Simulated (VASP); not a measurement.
# Sb (P-1) in VASP: settings compared

Aim: see how the results for Sb move with the level of theory and the settings. Levels: BLYP, PBE. Tasks: relaxation of the atoms, single point.

Everything below comes from runs of VASP 6.6.1. Logs are shortened: lines on timing, memory, paths and dates and some standing lists are left out, and cuts for length are marked.

## Step 1: The cell of the first run

The typed cell holds 2 atoms: a = 4.507 Å, b = 4.507 Å, c = 4.507 Å, α = 57.11°, β = 57.11°, γ = 57.11°.

## Step 2: Relaxation of the atoms, BLYP

INCAR

```
SYSTEM = Sb
  PREC = Accurate
  ENCUT = 520
  EDIFF = 1E-7
  ISMEAR = 1
  SIGMA = 0.1
  LREAL = .False.
  LASPH = .True.
  NELM = 80
  ALGO = Normal
  ISIF = 2
  LWAVE = .False.
  LCHARG = .False.
  GGA = B5
  ALDAX = 1.0
  AGGAX = 1.0
  AGGAC = 1.0
  ALDAC = 0.0
  IBRION = 2
  NSW = 60
  EDIFFG = -0.01
```

KPOINTS

```
Automatic mesh
0
Gamma
  6 6 6
  0 0 0
```

POSCAR

```
Sb
1.0
    2.1542000000      1.2437279499      3.7580000000
   -2.1542000000      1.2437279499      3.7580000000
    0.0000000000     -2.4874558998      3.7580000000
Sb
2
Direct
    0.7585360000      0.7743420000      0.7667980000
    0.2257050000      0.2042870000      0.2598410000
```

Potentials or basis: VASP PAW PBE potentials, release 64 (Sb).

On the command line:

```bash
> cat potpaw_PBE.64/Sb/POTCAR > POTCAR
> mpirun -np 1 vasp_std > vasp.out
```

OUTCAR:

```text
SYSTEM = Sb
   PREC = Accurate
   ENCUT = 520
   EDIFF = 1E-7
   ISMEAR = 1
   LREAL = .False.
   LASPH = .True.
   NELM = 80
   ISIF = 2
   GGA = B5
   IBRION = 2
   NSW = 60
   EDIFFG = -0.01

 ion  position               nearest neighbor table
   1  0.759  0.774  0.767-   2 2.79   2 2.88   2 3.00   2 3.29   2 3.40   2 3.47
   2  0.226  0.204  0.260-   1 2.79   1 2.88   1 3.00   1 3.29   1 3.40   1 3.47

  LATTYP: Found a trigonal (rhomboedric) cell.
 ALAT       =     4.5066618304
 COS(alpha) =     0.5430253624

  Lattice vectors:

 A1 = (   2.1542000000,   1.2437279499,   3.7580000000)
 A2 = (  -2.1542000000,   1.2437279499,   3.7580000000)
 A3 = (   0.0000000000,  -2.4874558998,   3.7580000000)

Analysis of symmetry for initial positions (statically):
=====================================================================
 Subroutine PRICEL returns:
 Original cell was already a primitive cell.

 Routine SETGRP: Setting up the symmetry group for a
 trigonal (rhombohedral) supercell.

 Subroutine GETGRP returns: Found  2 space group operations
 (whereof  1 operations were pure point group operations)
 out of a pool of 12 trial point group operations.

The static configuration has the point symmetry C_1 .
 The point group associated with its full space group is S_2 .

Analysis of symmetry for dynamics (positions and initial velocities):
=====================================================================
 Subroutine PRICEL returns:
 Original cell was already a primitive cell.

 Routine SETGRP: Setting up the symmetry group for a
 trigonal (rhombohedral) supercell.

 Subroutine GETGRP returns: Found  2 space group operations
 (whereof  1 operations were pure point group operations)
 out of a pool of 12 trial point group operations.

The dynamic configuration has the point symmetry C_1 .
 The point group associated with its full space group is S_2 .

 Subroutine INISYM returns: Found  2 space group operations
 (whereof  1 operations are pure point group operations),
 and found     1 'primitive' translations

----------------------------------------------------------------------------------------

                                     Primitive cell

  volume of cell :      60.4115

  direct lattice vectors                    reciprocal lattice vectors
     2.154200000  1.243727950  3.758000000     0.232104726  0.134005726  0.088699663
    -2.154200000  1.243727950  3.758000000    -0.232104726  0.134005726  0.088699663
     0.000000000 -2.487455900  3.758000000     0.000000000 -0.268011452  0.088699663

  length of vectors
     4.506661830  4.506661830  4.506661830     0.282307932  0.282307932  0.282307932

  position of ions in fractional coordinates (direct lattice)
     0.758536000  0.774342000  0.766798000
     0.225705000  0.204287000  0.259841000

  ion indices of the primitive-cell ions
   primitive index   ion index
                 1           1
                 2           2

----------------------------------------------------------------------------------------

 KPOINTS: Automatic mesh

Automatic generation of k-mesh.
 Grid dimensions read from file:
 generate k-points for:    6    6    6

 Generating k-lattice:

  Cartesian coordinates                     Fractional coordinates (reciprocal lattice)
     0.038684121  0.022334288  0.014783277     0.166666667  0.000000000  0.000000000
    -0.038684121  0.022334288  0.014783277     0.000000000  0.166666667  0.000000000
     0.000000000 -0.044668575  0.014783277     0.000000000  0.000000000  0.166666667

  Length of vectors
     0.047051322  0.047051322  0.047051322

  Shift w.r.t. Gamma in fractional coordinates (k-lattice)
     0.000000000  0.000000000  0.000000000

 Subroutine IBZKPT returns following result:
 ===========================================

 Found    112 irreducible k-points:

 Following reciprocal coordinates:
            Coordinates               Weight
  0.000000  0.000000  0.000000      1.000000
  0.166667 -0.000000 -0.000000      2.000000
 -0.000000  0.166667 -0.000000      2.000000
 -0.000000 -0.000000  0.166667      2.000000
  0.333333 -0.000000 -0.000000      2.000000
 -0.000000  0.333333 -0.000000      2.000000
[... 16 lines left out ...]
 -0.166667  0.500000  0.000000      2.000000
  0.166667  0.000000  0.500000      2.000000
 [... further k-points ...]
   k-points           NKPTS =    112   k-points in BZ     NKDIM =    112   number of bands    NBANDS=      9
   number of dos      NEDOS =    301   number of ions     NIONS =      2
   total plane-waves  NPLWV =  46656
   dimension x,y,z NGX =    36 NGY =   36 NGZ =   36
   dimension x,y,z NGXF=    72 NGYF=   72 NGZF=   72
   ions per type =               2
   NGX,Y,Z   is equivalent  to a cutoff of  13.28, 13.28, 13.28 a.u.
   NGXF,Y,Z  is equivalent  to a cutoff of  26.56, 26.56, 26.56 a.u.
 SYSTEM =  Sb
   PREC   = accura    normal or accurate (medium, high low for compatibility)
   ISTART =      0    job   : 0-new  1-cont  2-samecut
   ICHARG =      2    charge: 1-file 2-atom 10-const
   ISPIN  =      1    spin polarized calculation?
   LNONCOLLINEAR =      F non collinear calculations
   LSORBIT =      F    spin-orbit coupling
   LASPH  =      T    aspherical Exc in radial PAW
   ENCUT  =  520.0 eV  38.22 Ry    6.18 a.u.   8.38  8.38  8.38*2*pi/ulx,y,z
   NELM   =     80;   NELMIN=  2; NELMDL= -5     # of ELM steps
   EDIFF  = 0.1E-06   stopping-criterion for ELM
   LREAL  =      F    real-space projection
   EDIFFG = -.1E-01   stopping-criterion for IOM
   NSW    =     60    number of steps for IOM
   IBRION =      2    ionic relax: 0-MD 1-quasi-New 2-CG
   NFREE  =      1    steps in history (QN), initial steepest desc. (CG)
   ISIF   =      2    stress and relaxation
   ISYM   =      2    0-nonsym 1-usesym 2-fastsym
   POTIM  = 0.5000    time-step for ionic-motion
   TEBEG  =    0.0;   TEEND  =   0.0 temperature during run
   PSTRESS=    0.0 pullay stress
   NELECT =      10.0000    total number of electrons
   NUPDOWN=      -1.0000    fix difference up-down
   EMIN   =  10.00;   EMAX   =-10.00  energy-range for DOS
   EFERMI =   0.00;   METHOD = LEGACY
   ISMEAR =     1;   SIGMA  =   0.10  broadening in eV -4-tet -1-fermi 0-gaus
   EFERMI_NEDOS =   21; number of points for ismear=-14 and -15
   IALGO  =     38    algorithm
   IMIX   =      4    mixing-type and parameters
     AMIX     =   0.40;   BMIX     =  1.00
     AMIX_MAG =   1.60;   BMIX_MAG =  1.00
  volume/ion in A,a.u.               =      30.21       203.84
  Fermi-wavevector in a.u.,A,eV,Ry     =   0.898880  1.698637 10.993305  0.807985
  Thomas-Fermi vector in A             =   2.021644
   LORBIT       =      0    0 simple, 1 ext, 2 COOP (PROOUT), +10 PAW based schemes
   GGA     = B5    functional components
   LHFCALC =     F    Hartree Fock is set to
   AEXX    =    0.0000 exact exchange contribution
   IVDW    =     0    specifies the selected vdW correction
   LEPSILON=     F    determine dielectric tensor
   LRPA    =     F    only Hartree local field effects (RPA)
 conjugate gradient relaxation of ions
 non-spin polarized calculation
 Methfessel and Paxton  Order N= 1 SIGMA  =   0.10
  energy-cutoff  :      520.00
  volume of cell :       60.41
 maximum number of plane-waves:      1639
 NGX is ok and might be reduce to    36
   NGX = 17   NGY = 17   NGZ = 17

--------------------------------------- Ionic step        1  -------------------------------------------

 number of electron      10.0000000 magnetization

 Free energy of the ion-electron system (eV)
  ---------------------------------------------------
  ext. energy  EPLUGINS =         0.00000000
  ---------------------------------------------------
  free energy    TOTEN  =        -6.65471683 eV

  energy without entropy =       -6.65428357  energy(sigma->0) =       -6.65457241

------------------------ aborting loop because EDIFF is reached ----------------------------------------

  FORCE on cell =-STRESS in cart. coord.  units (eV):
  Direction    XX          YY          ZZ          XY          YZ          ZX
  --------------------------------------------------------------------------------------
  -------------------------------------------------------------------------------------
  Total        2.7198402      3.5406174      2.9521036      0.1691449      0.6117192     -0.3518951
  in kB       72.1330887     93.9009831     78.2929646      4.4859036     16.2234504     -9.3326364
  external PRESSURE =      81.4423455 kB  Pullay stress =       0.0000000 kB

 VOLUME and BASIS-vectors are now :
 -----------------------------------------------------------------------------
  energy-cutoff  :      520.00
  volume of cell :       60.41
      direct lattice vectors                 reciprocal lattice vectors
     2.154200000  1.243727950  3.758000000     0.232104726  0.134005726  0.088699663
    -2.154200000  1.243727950  3.758000000    -0.232104726  0.134005726  0.088699663
     0.000000000 -2.487455900  3.758000000     0.000000000 -0.268011452  0.088699663
[... 217 lines left out ...]
 POSITION                                       TOTAL-FORCE (eV/Angst)
 -----------------------------------------------------------------------------------
      0.00324     -0.05618      8.61371         0.014383     -0.000079     -0.020332
      0.00885     -0.05627      2.62086        -0.014383      0.000079      0.020332
 -----------------------------------------------------------------------------------
    total drift:                               -0.000000      0.000000      0.000000

  FREE ENERGIE OF THE ION-ELECTRON SYSTEM (eV)
  ---------------------------------------------------
  free  energy   TOTEN  =        -6.6995101376 eV

  energy  without entropy=       -6.6989320119  energy(sigma->0) =       -6.69931743

--------------------------------------- Ionic step        8  -------------------------------------------

 number of electron      10.0000000 magnetization

 Free energy of the ion-electron system (eV)
  ---------------------------------------------------
  ext. energy  EPLUGINS =         0.00000000
  ---------------------------------------------------
  free energy    TOTEN  =        -6.69957274 eV

  energy without entropy =       -6.69899858  energy(sigma->0) =       -6.69938135

 E-fermi :   7.7881     XC(G=0):  -8.8671

 val. band max:        7.6383822728   @ k =   0.5000  -0.0000   0.0000
 cond. band min:       7.7894802140   @ k =   0.1667   0.3333   0.1667
 fundamental gap:      0.1510979412
 Fermi energy:         7.7881195170

 k-point     1 :       0.0000    0.0000    0.0000
  band No.  band energies     occupation
      1      -4.9578      2.00000
      2       2.8071      2.00000
      3       5.6393      2.00000
      4       5.9367      2.00000
      5       5.9431      2.00000
      6       9.9204      0.00000
      7      10.4284      0.00000
      8      10.4398      0.00000
      9      13.0315      0.00000

 k-point     2 :       0.1667   -0.0000   -0.0000
  band No.  band energies     occupation
      1      -4.6545      2.00000
      2       1.6683      2.00000
      3       5.7041      2.00000
      4       5.8962      2.00000
      5       6.3687      2.00000
      6       9.5822     -0.00000
      7       9.7448     -0.00000
      8       9.7507     -0.00000
      9      12.5823      0.00000
[... 253 lines left out ...]
 k-point    24 :       0.1667    0.0000    0.5000
  band No.  band energies     occupation
      1      -2.7482      2.00000
      2      -1.4130      2.00000
      3       4.2805      2.00000
      4       5.1886      2.00000
      5       5.8567      2.00000
      6       9.1882     -0.00000
      7       9.4325     -0.00000
      8      10.4822      0.00000
      9      13.5509      0.00000

 [... further k-points ...]

------------------------ aborting loop because EDIFF is reached ----------------------------------------

  FORCE on cell =-STRESS in cart. coord.  units (eV):
  Direction    XX          YY          ZZ          XY          YZ          ZX
  --------------------------------------------------------------------------------------
  -------------------------------------------------------------------------------------
  Total        2.7077447      2.7048177      2.5536514      0.0029804     -0.0041426     -0.0084634
  in kB       71.8123025     71.7346767     67.7255825      0.0790440     -0.1098670     -0.2244579
  external PRESSURE =      70.4241872 kB  Pullay stress =       0.0000000 kB

 VOLUME and BASIS-vectors are now :
 -----------------------------------------------------------------------------
  energy-cutoff  :      520.00
  volume of cell :       60.41
      direct lattice vectors                 reciprocal lattice vectors
     2.154200000  1.243727950  3.758000000     0.232104726  0.134005726  0.088699663
    -2.154200000  1.243727950  3.758000000    -0.232104726  0.134005726  0.088699663
     0.000000000 -2.487455900  3.758000000     0.000000000 -0.268011452  0.088699663

 POSITION                                       TOTAL-FORCE (eV/Angst)
 -----------------------------------------------------------------------------------
      0.00493     -0.05677      8.61254         0.005581      0.002737     -0.006832
      0.00716     -0.05568      2.62203        -0.005581     -0.002737      0.006832
 -----------------------------------------------------------------------------------
    total drift:                               -0.000000      0.000000      0.000000

  FREE ENERGIE OF THE ION-ELECTRON SYSTEM (eV)
  ---------------------------------------------------
  free  energy   TOTEN  =        -6.6995727426 eV

  energy  without entropy=       -6.6989985751  energy(sigma->0) =       -6.69938135

 reached required accuracy - stopping structural energy minimisation
```

It took 3.3 min on 1 thread of Intel Xeon Platinum 8488C (Sapphire Rapids), shared host; peak memory 0.23 GiB.

What came out:

```yaml
Free_energy: -6.6996 eV
Energy_gained_by_relaxing: 22.4 meV/atom
Ionic_steps: 8
Pressure_after_relaxing: 7.0 GPa
Largest_force_after_relaxing: 0.009 eV/Å
Band_gap_on_the_k_mesh: zero (bands 5 and 6 overlap by 0.16 eV)
```

Forces on the atoms (eV/Å):
```
Sb   0.006  0.003 -0.007
Sb  -0.006 -0.003  0.007
```

Stress tensor (GPa, compression positive):
```
 7.18  0.01 -0.02
 0.01  7.17 -0.01
-0.02 -0.01  6.77
```

Step by step:
```
step  energy change (eV)  largest force (eV/Å)  pressure (GPa)
   1              0.0000                0.7169            8.14
   2             -0.0336                0.2849            7.23
   3             -0.0403                0.1524            6.70
   4             -0.0403                0.1554            6.68
   5             -0.0425                0.1103            6.78
   6             -0.0448                0.0235            7.06
   7             -0.0448                0.0249            7.07
   8             -0.0449                0.0092            7.04
```

Final structure:
```
Sb
1.0
     2.15420    1.24373    3.75800
    -2.15420    1.24373    3.75800
     0.00000   -2.48746    3.75800
Sb
2
Direct
  0.75747 0.75518 0.77914
  0.22678 0.22345 0.24750
```

Levels at points of the mesh, in eV from the Fermi level:
| k point | band 1 | band 2 | band 3 | band 4 | band 5 | band 6 | band 7 | band 8 | band 9 |
| --- | --- | --- | --- | --- | --- | --- | --- | --- | --- |
| (0.00, 0.00, 0.00) | -12.75 | -4.98 | -2.15 | -1.85 | -1.85 | 2.13 | 2.64 | 2.65 | 5.24 |
| (0.50, 0.00, 0.00) | -10.40 | -9.71 | -1.91 | -1.83 | -0.35 | -0.15 | 0.20 | 0.41 | 7.81 |
| (0.00, 0.50, 0.00) | -10.41 | -9.70 | -1.92 | -1.83 | -0.35 | -0.16 | 0.20 | 0.42 | 7.80 |
| (0.00, 0.00, 0.50) | -10.41 | -9.70 | -1.92 | -1.83 | -0.35 | -0.16 | 0.20 | 0.42 | 7.80 |
| (0.50, 0.50, 0.00) | -10.43 | -8.07 | -5.42 | -3.78 | -3.66 | 1.80 | 4.79 | 5.41 | 6.75 |
| (0.50, 0.00, 0.50) | -10.43 | -8.07 | -5.43 | -3.78 | -3.66 | 1.80 | 4.79 | 5.41 | 6.75 |
| (0.00, 0.50, 0.50) | -10.42 | -8.08 | -5.42 | -3.78 | -3.66 | 1.81 | 4.79 | 5.41 | 6.75 |
| (0.50, 0.50, 0.50) | -11.20 | -9.10 | -1.32 | -1.30 | -0.40 | 0.07 | 0.08 | 1.09 | 7.24 |

Caveat: the PAW data sets were made with another functional, which shifts forces and pressure a little; spin-orbit coupling is left out, which moves the levels of the heavy elements.

(Part 1 of 2 ends here.)
